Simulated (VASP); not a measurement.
Wanted: the native input for a VASP 6.6.1 run.

```yaml
Task: single point
Functional: PBE
Potentials_or_basis: VASP PAW PBE potentials, release 64 (Nb_sv, As)
Cutoff: 500 eV
k_mesh: 6 × 6 × 6
Occupations: gaussian, width 0.2 eV
Spin: no spin polarisation
Dipole_correction: no
Further_INCAR_settings: ALGO = Normal; EDIFF = 1e-06; NBANDS = 16
```

The structure of NbAs lies in POSCAR:

```
NbAs
1.0
    3.2146022836      0.0000000000      0.0000000000
    0.0000000000      3.2146022836      0.0000000000
    0.0000000000      0.0000000000      3.2146022836
Nb As
1 1
Direct
    0.5000000000      0.5000000000      0.5000000000
    0.0000000000      0.0000000000      0.0000000000
```

These files were run (other wordings do the same):

INCAR

```
SYSTEM = NbAs
ALGO = Normal ; EDIFF = 1E-6
ENCUT = 500 ; GGA = PE
GGA_COMPAT = .False. ; ISIF = 2
ISMEAR = 0 ; LASPH = .True.
LCHARG = .False. ; LREAL = .False.
LWAVE = .False. ; NBANDS = 16
NELM = 120 ; PREC = Accurate
SIGMA = 0.2
```

KPOINTS

```
k-points
0
Gamma
  6 6 6
  0 0 0
```

Potentials or basis: VASP PAW PBE potentials, release 64 (Nb_sv, As).

Launch:

```sh
$ cat potpaw_PBE.64/Nb_sv/POTCAR potpaw_PBE.64/As/POTCAR > POTCAR
$ mpirun -np 1 vasp_std > vasp.out
```

Results of the run:

```yaml
Pressure: 0.7 GPa
Band_gap_on_the_k_mesh: zero (band 9 reaches 14.06 eV, above the bottom of band 10 at 10.21 eV)
```

Wall time 18 s on 1 thread of Intel Xeon 8259CL (shared host), peak memory 0.14 GiB.
